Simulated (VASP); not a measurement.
Runs of VASP 6.6.1 on NiSb. The structure is that of space group P6_3/mmc (No. 194), or close to it. The cells are those of the table. 

| task | cell | k mesh | cutoff (eV) | gap on the mesh (eV) | pressure (GPa) |
| --- | --- | --- | --- | --- | --- |
| single point | a = 3.832, b = 3.832, c = 4.962 Å, angles 90.0, 90.0, 120.0°, 4 atoms | 12 × 12 × 8 | 520 | none | 10.0 |
| relaxation of cell and atoms | relaxed to 20 GPa from a = 3.764, b = 3.764, c = 4.873 Å, angles 90.0, 90.0, 120.0°, 4 atoms | 12 × 12 × 8 | 600 | none | 20.0 |
| single point | a = 3.897, b = 3.897, c = 5.045 Å, angles 90.0, 90.0, 120.0°, 4 atoms | 12 × 12 × 8 | 520 | none | (a) |
| single point | a = 3.916, b = 3.916, c = 5.070 Å, angles 90.0, 90.0, 120.0°, 4 atoms | 12 × 12 × 8 | 520 | none | 0.1 |
| single point | a = 3.678, b = 3.678, c = 4.743 Å, angles 90.0, 90.0, 120.0°, 4 atoms | 12 × 12 × 10 | 520 | none | 40.1 |

Alike in all rows: level PBEsol; potentials or basis VASP PAW PBE potentials, release 64 (Ni, Sb); no spin polarisation; smearing gaussian 0.1 eV.

Task: Estimate the missing entries.

Result: (a) 2.1.

Caveats: the PAW data sets were made with another functional, which shifts forces and pressure a little; spin-orbit coupling is left out, which moves the levels of the heavy elements; the cell is relaxed towards a set pressure, so the enthalpy falls and the energy may rise (some runs).

A k mesh can miss the band edges, and the runs leave out spin-orbit coupling on Sb.

A gap of «none» marks levels without a gap at the run's occupations.
